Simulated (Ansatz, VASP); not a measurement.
Two plane-wave programs on BN

```xyz
2
Lattice="0.0000 1.8048 1.8048 1.8048 0.0000 1.8048 1.8048 1.8048 0.0000" Properties=species:S:1:pos:R:3 pbc="T T T"
B     0.1408   -0.0309    0.0414
N     2.5664    2.7381    2.6659
```

Change from the starting cell: atom 1 moved 0.30 Å; relaxed back.

Alike in both runs: task relaxation of cell and atoms; functional r2SCAN; k mesh 10 × 10 × 10; occupations gaussian, width 0.05 eV; no spin polarisation.

```csv
,VASP,Ansatz
version,VASP 6.6.1,Ansatz 0.2.0
potentials or method,"VASP PAW PBE potentials, release 64 (B, N), cutoff 600 eV","scalar-relativistic, plane waves, PAW"
valence electrons in the cell,8,8
```

```tsv
	VASP	Ansatz	Ansatz less VASP
gap on the k mesh at the Fermi level, each at its own relaxed structure (eV)	4.97	5.00	+0.029
relaxed volume (Å³/atom)	5.90	5.88	-0.017
relaxed cell length with the largest relative difference (Å)	2.555	2.552	-0.0028
```

VASP's potentials were made for PBE, not for r2SCAN.
